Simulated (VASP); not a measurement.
A run of VASP 6.6.1:

File INCAR:

```
SYSTEM = GaAs
PREC = Accurate ; ENCUT = 500
EDIFF = 1E-6 ; ISMEAR = 0
SIGMA = 0.01 ; LREAL = .FALSE.
LASPH = .TRUE. ; NELM = 120
ALGO = Normal ; ISIF = 2
LWAVE = .FALSE. ; LCHARG = .FALSE.
GGA = PE ; NBANDS = 16
GGA_COMPAT = .FALSE.
```

The input KPOINTS:

```
regular mesh
0
G
  6 6 6
  0 0 0
```

POSCAR

```
GaAs
1.0
    0.0000000000      2.8711675115      2.8711675115
    2.8711675115      0.0000000000      2.8711675115
    2.8711675115      2.8711675115      0.0000000000
Ga As
1 1
Direct
    0.0000000000      0.0000000000      0.0000000000
    0.2500000000      0.2500000000      0.2500000000
```

Potentials or basis: VASP PAW PBE potentials, release 64 (Ga_d, As).

Launch:

```sh
$ cat potpaw_PBE.64/Ga_d/POTCAR potpaw_PBE.64/As/POTCAR > POTCAR
$ mpirun -np 1 vasp_std > vasp.out
```

Hardware: 1 thread of Intel Xeon 6975P-C, with other jobs on the host.

**Question.** How long does it take, and how much memory?

**Answer.** It took 13 s on 1 thread of Intel Xeon 6975P-C, with other jobs on the host, peak memory 0.16 GiB. Counts: scf iterations 12, k points 16.
